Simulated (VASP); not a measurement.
## Y2B4HRh6 (a cell with a defect): single point with PBEsol

Y2B4HRh6 (a cell with a defect):

```
CELL_PARAMETERS angstrom
5.37364 0.00000 0.00000
-2.68682 4.65371 0.00000
0.00000 0.00000 6.29636
ATOMIC_POSITIONS crystal
Y 0.01667 0.99959 0.26915
Y 0.01682 0.99959 0.74938
B 0.66123 0.33896 0.26165
B 0.32187 0.66024 0.26165
B 0.66122 0.33904 0.75722
B 0.32179 0.66017 0.75722
Rh 0.98862 0.48690 0.00942
Rh 0.50131 0.51228 0.00942
Rh 0.47511 0.99959 0.00941
Rh 0.00139 0.49670 0.50950
Rh 0.50429 0.50249 0.50950
Rh 0.50348 0.99959 0.50925
H 0.77834 0.99958 0.00916
```

```
Program             : VASP 6.6.1
Task                : single point
Functional          : PBEsol
Potentials or basis : VASP PAW PBE potentials, release 64 (Y_sv, B, Rh_pv, H)
Cutoff              : 520 eV
k mesh              : 4 × 4 × 3
Occupations         : gaussian, width 0.1 eV
Spin                : no spin polarisation
```

```yaml
Pressure: -0.6 GPa
Largest_force: 0.016 eV/Å
Band_gap_on_the_k_mesh: zero (an odd number of electrons rules out a gap without spin polarisation)
```

Forces on the atoms (eV/Å):
```
Y   -0.002  0.000  0.002
Y   -0.002  0.000  0.004
B    0.000  0.003  0.001
B    0.000 -0.003  0.001
B    0.002 -0.001 -0.001
B    0.002  0.001 -0.001
Rh   0.004  0.001 -0.001
Rh   0.004 -0.001 -0.001
Rh  -0.010  0.000 -0.002
Rh  -0.006 -0.002 -0.004
Rh  -0.006  0.002 -0.004
Rh   0.000  0.000  0.004
H    0.016  0.000  0.003
```

Stress tensor (GPa, compression positive):
```
 2.17  0.00  0.00
 0.00 -3.33  0.00
 0.00  0.00 -0.64
```

Levels at points of the mesh, in eV from the Fermi level:
| k point | band 59 | band 60 | band 61 | band 62 | band 63 | band 64 | band 65 | band 66 |
| --- | --- | --- | --- | --- | --- | --- | --- | --- |
| (0.00, 0.00, 0.00) | -0.96 | -0.95 | -0.78 | -0.64 | -0.59 | -0.26 | -0.24 | 0.57 |
| (0.50, 0.00, 0.00) | -1.10 | -1.06 | -0.81 | -0.43 | -0.29 | 0.07 | 0.10 | 1.34 |
| (0.00, 0.50, 0.00) | -1.03 | -0.94 | -0.78 | -0.37 | -0.33 | -0.08 | 0.19 | 0.99 |
| (0.50, 0.50, 0.00) | -1.10 | -1.06 | -0.81 | -0.43 | -0.29 | 0.07 | 0.10 | 1.34 |

Wall time 7.5 min on 1 thread of Intel(R) Xeon(R) Platinum 8175M CPU @ 2.50GHz (Skylake/Cascade Lake), with other jobs on the host, peak memory 0.43 GiB.

Caveat: the PAW data sets were made with another functional, which shifts forces and pressure a little.
